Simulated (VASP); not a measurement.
# O (Fm-3m) in VASP: a series of runs

Runs on O. Level: PBE. Tasks: single point.

All numbers are computed with VASP 6.6.1; they aren't measurements. Logs are shortened: lines on timing, memory, paths and dates and some standing lists are left out, and cuts for length are marked.

## 1. The cell of the first run

Symmetry: Fm-3m, No. 225, cubic system. The conventional cell has a = 3.037 Å, b = 3.037 Å, c = 3.037 Å, α = 90.00°, β = 90.00°, γ = 90.00°. Within 2.8 Å of O (site symmetry m-3m) lie 12 O at 2.15 Å.

## 2. Single point, PBE (volume scaled by 0.875, to set the pressure)

File INCAR:

```
ALGO     = Normal         # electronic algorithm
EDIFF    = 1E-7           # SCF threshold, eV
ENCUT    = 520            # plane-wave cutoff, eV
GGA      = PE             # functional
ISIF     = 2              # what is computed and relaxed
ISMEAR   = -1             # smearing method
LASPH    = True           # aspherical terms in the spheres
LCHARG   = False          # write CHGCAR
LREAL    = False          # projectors in reciprocal space
LWAVE    = False          # write WAVECAR
NBANDS   = 9              # bands
NELM     = 60             # most SCF steps
PREC     = Accurate       # precision mode
SIGMA    = 0.05           # smearing width, eV
```

File KPOINTS:

```
k-points
0
Gamma
  19 19 19
```

File POSCAR:

```
O
1.0
    0.0000000000      1.5183031190      1.5183031190
    1.5183031190      0.0000000000      1.5183031190
    1.5183031190      1.5183031190      0.0000000000
O
1
Direct
    0.0000000000      0.0000000000      0.0000000000
```

Potentials or basis: VASP PAW PBE potentials, release 64 (O).

The run is started by

```bash
$ cat potpaw_PBE.64/O/POTCAR > POTCAR
$ mpirun -np 1 vasp_std > vasp.out
```

OUTCAR:

```text
EDIFF = 1E-7
   ENCUT = 520
   GGA = PE
   ISIF = 2
   ISMEAR = -1
   LASPH = True
   LREAL = False
   NELM = 60
   PREC = Accurate

 ion  position               nearest neighbor table
   1  0.000  0.000  0.000-

  LATTYP: Found a face centered cubic cell.
 ALAT       =     3.0366062380

  Lattice vectors:

 A1 = (   0.0000000000,   1.5183031190,   1.5183031190)
 A2 = (   1.5183031190,   0.0000000000,   1.5183031190)
 A3 = (   1.5183031190,   1.5183031190,   0.0000000000)

Analysis of symmetry for initial positions (statically):
=====================================================================
 Subroutine PRICEL returns:
 Original cell was already a primitive cell.

 Routine SETGRP: Setting up the symmetry group for a
 face centered cubic supercell.

 Subroutine GETGRP returns: Found 48 space group operations
 (whereof 48 operations were pure point group operations)
 out of a pool of 48 trial point group operations.

The static configuration has the point symmetry O_h .

Analysis of symmetry for dynamics (positions and initial velocities):
=====================================================================
 Subroutine PRICEL returns:
 Original cell was already a primitive cell.

 Routine SETGRP: Setting up the symmetry group for a
 face centered cubic supercell.

 Subroutine GETGRP returns: Found 48 space group operations
 (whereof 48 operations were pure point group operations)
 out of a pool of 48 trial point group operations.

The dynamic configuration has the point symmetry O_h .

 Subroutine INISYM returns: Found 48 space group operations
 (whereof 48 operations are pure point group operations),
 and found     1 'primitive' translations

----------------------------------------------------------------------------------------

                                     Primitive cell

  volume of cell :       7.0001

  direct lattice vectors                    reciprocal lattice vectors
     0.000000000  1.518303119  1.518303119    -0.329315006  0.329315006  0.329315006
     1.518303119  0.000000000  1.518303119     0.329315006 -0.329315006  0.329315006
     1.518303119  1.518303119  0.000000000     0.329315006  0.329315006 -0.329315006

  length of vectors
     2.147204863  2.147204863  2.147204863     0.570390321  0.570390321  0.570390321

  position of ions in fractional coordinates (direct lattice)
     0.000000000  0.000000000  0.000000000

[... 75 lines left out ...]
   EDIFF  = 0.1E-06   stopping-criterion for ELM
   LREAL  =      F    real-space projection
   EDIFFG = 0.1E-05   stopping-criterion for IOM
   NSW    =      0    number of steps for IOM
   IBRION =     -1    ionic relax: 0-MD 1-quasi-New 2-CG
   NFREE  =      0    steps in history (QN), initial steepest desc. (CG)
   ISIF   =      2    stress and relaxation
   ISYM   =      2    0-nonsym 1-usesym 2-fastsym
   POTIM  = 0.5000    time-step for ionic-motion
   TEBEG  =    0.0;   TEEND  =   0.0 temperature during run
   PSTRESS=    0.0 pullay stress
   NELECT =       6.0000    total number of electrons
   NUPDOWN=      -1.0000    fix difference up-down
   EMIN   =  10.00;   EMAX   =-10.00  energy-range for DOS
   EFERMI =   0.00;   METHOD = LEGACY
   ISMEAR =    -1;   SIGMA  =   0.05  broadening in eV -4-tet -1-fermi 0-gaus
   EFERMI_NEDOS =   21; number of points for ismear=-14 and -15
   IALGO  =     38    algorithm
   IMIX   =      4    mixing-type and parameters
     AMIX     =   0.40;   BMIX     =  1.00
     AMIX_MAG =   1.60;   BMIX_MAG =  1.00
  volume/ion in A,a.u.               =       7.00        47.24
  Fermi-wavevector in a.u.,A,eV,Ry     =   1.555094  2.938702 32.903223  2.418319
  Thomas-Fermi vector in A             =   2.659085
   LORBIT       =      0    0 simple, 1 ext, 2 COOP (PROOUT), +10 PAW based schemes
   GGA     = PE    functional components
   LHFCALC =     F    Hartree Fock is set to
   AEXX    =    0.0000 exact exchange contribution
   IVDW    =     0    specifies the selected vdW correction
   LEPSILON=     F    determine dielectric tensor
   LRPA    =     F    only Hartree local field effects (RPA)
 non-spin polarized calculation
  energy-cutoff  :      520.00
  volume of cell :        7.00
 maximum number of plane-waves:       199
   NGX =  7   NGY =  7   NGZ =  7

 number of electron       6.0000006 magnetization

 Free energy of the ion-electron system (eV)
  ---------------------------------------------------
  ext. energy  EPLUGINS =         0.00000000
  ---------------------------------------------------
  free energy    TOTEN  =        -2.22081889 eV

  energy without entropy =       -2.21234064  energy(sigma->0) =       -2.21657977

 E-fermi :   3.6440     XC(G=0): -12.8485

 val. band max:        3.6357270648   @ k =   0.4211   0.2632   0.0000
 cond. band min:       3.6453250256   @ k =  -0.4737   0.1579   0.0526
 fundamental gap:      0.0095979608
 Fermi energy:         3.6440216522

 k-point     1 :       0.0000    0.0000    0.0000
  band No.  band energies     occupation
      1     -18.9464      2.00000
      2       5.8767      0.00000
      3       5.8767      0.00000
      4       5.8767      0.00000
      5      24.3670      0.00000
      6      39.8911      0.00000
      7      39.8911      0.00000
      8      39.8911      0.00000
      9      44.9597      0.00000
[... 265 lines left out ...]
 k-point    24 :      -0.2632    0.0526    0.0000
  band No.  band energies     occupation
      1     -16.3933      2.00000
      2       0.3201      2.00000
      3       4.9386      0.00000
      4       5.4101      0.00000
      5      26.8354      0.00000
      6      31.4497      0.00000
      7      38.2272      0.00000
      8      39.5471      0.00000
      9      46.6169      0.00000

 [... further k-points ...]

------------------------ aborting loop because EDIFF is reached ----------------------------------------

  FORCE on cell =-STRESS in cart. coord.  units (eV):
  Direction    XX          YY          ZZ          XY          YZ          ZX
  --------------------------------------------------------------------------------------
  -------------------------------------------------------------------------------------
  Total        1.0927517      1.0927517      1.0927517      0.0000000      0.0000000      0.0000000
  in kB      250.1074497    250.1074497    250.1074497      0.0000000      0.0000000      0.0000000
  external PRESSURE =     250.1074497 kB  Pullay stress =       0.0000000 kB

 VOLUME and BASIS-vectors are now :
 -----------------------------------------------------------------------------
  energy-cutoff  :      520.00
  volume of cell :        7.00
      direct lattice vectors                 reciprocal lattice vectors
     0.000000000  1.518303119  1.518303119    -0.329315006  0.329315006  0.329315006
     1.518303119  0.000000000  1.518303119     0.329315006 -0.329315006  0.329315006
     1.518303119  1.518303119  0.000000000     0.329315006  0.329315006 -0.329315006

 POSITION                                       TOTAL-FORCE (eV/Angst)
 -----------------------------------------------------------------------------------
      0.00000      0.00000      0.00000         0.000000      0.000000     -0.000000
 -----------------------------------------------------------------------------------
    total drift:                                0.000000      0.000000     -0.000000

  FREE ENERGIE OF THE ION-ELECTRON SYSTEM (eV)
  ---------------------------------------------------
  free  energy   TOTEN  =        -2.2208188908 eV

  energy  without entropy=       -2.2123406429  energy(sigma->0) =       -2.21657977
```

OSZICAR:

```text
N       E                     dE             d eps       ncg     rms          rms(c)
DAV:   1     0.520028169970E+01    0.52003E+01   -0.37943E+03  4385   0.655E+02
DAV:   2    -0.216408662949E+01   -0.73644E+01   -0.69066E+01  4499   0.848E+01
DAV:   3    -0.221899212836E+01   -0.54905E-01   -0.54690E-01  4294   0.572E+00
DAV:   4    -0.221902043522E+01   -0.28307E-04   -0.28307E-04  4281   0.168E-01
DAV:   5    -0.221902045423E+01   -0.19008E-07   -0.19573E-07  4204   0.397E-03    0.263E-01
DAV:   6    -0.222006898940E+01   -0.10485E-02   -0.28313E-04  4108   0.158E-01    0.152E-01
DAV:   7    -0.222078474986E+01   -0.71576E-03   -0.31977E-04  4064   0.170E-01    0.241E-02
DAV:   8    -0.222082140289E+01   -0.36653E-04   -0.25950E-05  4159   0.429E-02    0.541E-03
DAV:   9    -0.222081966737E+01    0.17355E-05   -0.32137E-07  4130   0.601E-03    0.136E-03
DAV:  10    -0.222081891613E+01    0.75124E-06   -0.10924E-07  3953   0.280E-03    0.125E-04
DAV:  11    -0.222081889082E+01    0.25312E-07   -0.12130E-09  2071   0.342E-04
   1 F= -.22208189E+01 E0= -.22165798E+01  d E =-.847825E-02
```

Run time: 4.6 s. Hardware: 1 thread of Intel Xeon 6975P-C (Granite Rapids), shared host; peak memory 0.12 GiB.

Results:

```yaml
Free_energy: -2.2208 eV
Pressure: 25.0 GPa
Band_gap_on_the_k_mesh: zero (band 3 reaches 5.88 eV, above the bottom of band 4 at 1.91 eV)
```

Levels at points of the mesh, in eV from the Fermi level:
| k point | band 1 | band 2 | band 3 | band 4 | band 5 | band 6 | band 7 | band 8 |
| --- | --- | --- | --- | --- | --- | --- | --- | --- |
| (0.00, 0.00, 0.00) | -22.59 | 2.23 | 2.23 | 2.23 | 20.72 | 36.25 | 36.25 | 36.25 |

Caveat: the cell differs from its parent crystal (volume scaled by 0.875, to set the pressure).

## 3. Single point, PBE

File INCAR:

```
SYSTEM = O
ALGO     = Normal         ! electronic algorithm
EDIFF    = 1E-6           ! SCF threshold, eV
ENCUT    = 520            ! plane-wave cutoff, eV
GGA      = PE             ! functional
ISIF     = 2              ! what is computed and relaxed
ISMEAR   = -1             ! smearing method
LASPH    = .TRUE.         ! aspherical terms in the spheres
LCHARG   = .FALSE.        ! write CHGCAR
LREAL    = .FALSE.        ! projectors in reciprocal space
LWAVE    = .FALSE.        ! write WAVECAR
NBANDS   = 9              ! bands
NELM     = 60             ! most SCF steps
PREC     = Accurate       ! precision mode
SIGMA    = 0.05           ! smearing width, eV
```

File KPOINTS:

```
k-points
0
G
  19 19 19
  0 0 0
```

File POSCAR:

```
O
1.0
    0.0000000000      1.5175294132      1.5175294132
    1.5175294132      0.0000000000      1.5175294132
    1.5175294132      1.5175294132      0.0000000000
O
1
Direct
    0.0000000000      0.0000000000      0.0000000000
```

Potentials or basis: VASP PAW PBE potentials, release 64 (O).

The run is started by

```bash
$ cat potpaw_PBE.64/O/POTCAR > POTCAR
$ mpirun -np 1 vasp_std > vasp.out
```

Wall time 4.5 s (1 thread of Intel Xeon 6975P-C (Granite Rapids), shared host); peak memory 0.12 GiB.

The run converged. Its results:

| Quantity | Value |
| --- | --- |
| Free energy | -2.2191 eV |
| Pressure | 25.4 GPa |
| Band gap on the k mesh | zero (band 3 reaches 5.90 eV, above the bottom of band 4 at 1.92 eV) |

Levels at points of the mesh, in eV from the Fermi level:
```csv
k point,band 1,band 2,band 3,band 4,band 5,band 6
"(0.00, 0.00, 0.00)",-22.61,2.24,2.24,2.24,20.75,36.27
```

## 4. Single point, PBE

File INCAR:

```
SYSTEM = O
ALGO     = Normal         ! electronic algorithm
EDIFF    = 1E-6           ! SCF threshold, eV
ENCUT    = 520            ! plane-wave cutoff, eV
GGA      = PE             ! functional
ISIF     = 2              ! what is computed and relaxed
ISMEAR   = -1             ! smearing method
LASPH    = .True.         ! aspherical terms in the spheres
LCHARG   = .False.        ! write CHGCAR
LREAL    = .False.        ! projectors in reciprocal space
LWAVE    = .False.        ! write WAVECAR
NBANDS   = 9              ! bands
NELM     = 80             ! most SCF steps
PREC     = Accurate       ! precision mode
SIGMA    = 0.05           ! smearing width, eV
```

File KPOINTS:

```
k-points
0
Gamma
  19 19 19
  0 0 0
```

File POSCAR:

```
O
1.0
    0.0000000000      1.5174574643      1.5174574643
    1.5174574643      0.0000000000      1.5174574643
    1.5174574643      1.5174574643      0.0000000000
O
1
Direct
    0.0000000000      0.0000000000      0.0000000000
```

The run is started by

```bash
$ cat potpaw_PBE.64/O/POTCAR > POTCAR
$ mpirun -np 1 vasp_std > vasp.out
```

Wall time 5 s (1 thread of Intel Xeon 6975P-C (Granite Rapids), shared host); peak memory 0.11 GiB.

It converged, with:

| Quantity | Value |
| --- | --- |
| Free energy | -2.2189 eV |
| Pressure | 25.4 GPa |
| Band gap on the k mesh | zero (band 3 reaches 5.91 eV, above the bottom of band 4 at 1.92 eV) |

Levels at points of the mesh, in eV from the Fermi level:
```
           k point  band 1  band 2  band 3  band 4  band 5  band 6
(0.00, 0.00, 0.00)  -22.61    2.24    2.24    2.24   20.76   36.27
```
